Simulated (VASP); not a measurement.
## WS2: single point with PBEsol+D3(BJ)

Crystal: WS2.

```
CELL_PARAMETERS angstrom
1.56020 0.90078 5.84139
-1.56020 0.90078 5.84139
0.00000 -1.80156 5.84139
ATOMIC_POSITIONS crystal
W 0.00064 0.00064 0.00064
S 0.24451 0.24451 0.24451
S 0.42355 0.42355 0.42355
```

```json
{
 "Program": "VASP 6.6.1",
 "Task": "single point",
 "Functional": "PBEsol",
 "Dispersion": "D3(BJ)",
 "Potentials or basis": "VASP PAW PBE potentials, release 64 (W_sv, S)",
 "Cutoff": "520 eV",
 "k mesh": "12 × 12 × 12",
 "Occupations": "gaussian, width 0.02 eV",
 "Spin": "no spin polarisation",
 "Dipole correction": "no",
 "Further INCAR settings": "ALGO = Normal; EDIFF = 1e-06; NBANDS = 20"
}
```

```
Pressure                   : 0.1 GPa
Largest force              : 0.018 eV/Å
Band gap on the k mesh     : 0.72 eV (least direct gap 2.03 eV)
Dispersion energy per atom : -0.418 eV
```

Forces in eV/Å, atoms in the order of the input:
```
W    0.000  0.000 -0.002
S    0.000  0.000 -0.017
S    0.000  0.000  0.018
```

Levels at points of the mesh, in eV from the valence-band top:
| k point | band 11 | band 12 | band 13 | band 14 | band 15 | band 16 |
| --- | --- | --- | --- | --- | --- | --- |
| (0.00, 0.00, 0.00) | -2.47 | -1.66 | -1.26 | 2.02 | 2.02 | 2.45 |
| (0.50, 0.00, 0.00) | -2.76 | -2.02 | -1.87 | 2.28 | 2.40 | 3.53 |
| (0.50, 0.50, 0.00) | -3.63 | -2.28 | -1.80 | 2.20 | 2.59 | 3.08 |
| (0.50, 0.50, 0.50) | -2.40 | -2.40 | 0.00 | 2.12 | 2.12 | 2.27 |

Run time: 14 min on 1 thread of Intel Xeon 8259CL (shared host), peak memory 0.45 GiB.

Caveat: the PAW data sets were made with another functional, which shifts forces and pressure a little; spin-orbit coupling is left out, which moves the levels of the heavy elements. A k mesh can miss the band edges.
